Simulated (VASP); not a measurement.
Wanted: the native input for a VASP 6.6.1 run.

```yaml
Task: single point
Functional: r2SCAN
Potentials_or_basis: VASP PAW PBE potentials, release 64 (Sn_d, Se)
Cutoff: 520 eV
k_mesh: 6 × 6 × 4
Occupations: gaussian, width 0.01 eV
Spin: no spin polarisation
Dipole_correction: no
Further_INCAR_settings: ALGO = Normal; EDIFF = 1e-06; NBANDS = 28
```

The system is SnSe.

```
Sn Se
1.0
     5.06445    0.00000    0.00000
    -2.53223    4.38595    0.00000
     0.00000    0.00000    6.07339
Sn Se
2 2
Direct
  0.33333 0.66667 0.25000
  0.66667 0.33333 0.75000
  0.66667 0.33333 0.25000
  0.33333 0.66667 0.75000
```

These files were run (other wordings do the same):

POSCAR

```
SnSe
1.0
    5.0644547293      0.0000000000      0.0000000000
   -2.5322273646      4.3859464519      0.0000000000
    0.0000000000      0.0000000000      6.0733871319
Sn Se
2 2
Direct
    0.3333333333      0.6666666667      0.2500000000
    0.6666666667      0.3333333333      0.7500000000
    0.6666666667      0.3333333333      0.2500000000
    0.3333333333      0.6666666667      0.7500000000
```

INCAR.step1

```
SYSTEM = SnSe
PREC = Accurate
ENCUT = 520
ISMEAR = 0
SIGMA = 0.01
LREAL = .False.
LASPH = .True.
NELM = 100
NBANDS = 28
GGA = PE
ALGO = Normal
EDIFF = 1E-4
LWAVE = .True.
LCHARG = .False.
```

INCAR.step2

```
SYSTEM = SnSe
PREC = Accurate
ENCUT = 520
EDIFF = 1E-6
ISMEAR = 0
SIGMA = 0.01
LREAL = .False.
LASPH = .True.
NELM = 100
ALGO = Normal
ISIF = 2
LWAVE = .False.
LCHARG = .False.
METAGGA = R2SCAN
LMIXTAU = .True.
NBANDS = 28
ISTART = 1
```

KPOINTS

```
regular mesh
0
Gamma
  6 6 4
  0 0 0
```

Potentials or basis: VASP PAW PBE potentials, release 64 (Sn_d, Se).

The run is started by

```bash
$ cat potpaw_PBE.64/Sn_d/POTCAR potpaw_PBE.64/Se/POTCAR > POTCAR
$ cp INCAR.step1 INCAR
$ mpirun -np 1 vasp_std > vasp.out
$ cp INCAR.step2 INCAR
$ mpirun -np 1 vasp_std > vasp.out
```

Results of the run:

* Pressure: 0.0 GPa
* Band gap on the k mesh: 0.58 eV

Caveat: the PAW data sets were made with another functional, which shifts forces and pressure a little; spin-orbit coupling is left out, which moves the levels of the heavy elements.

It took 2.4 min on 1 thread of Intel(R) Xeon(R) 6975P-C (Granite Rapids) (shared host), peak memory 0.32 GiB.
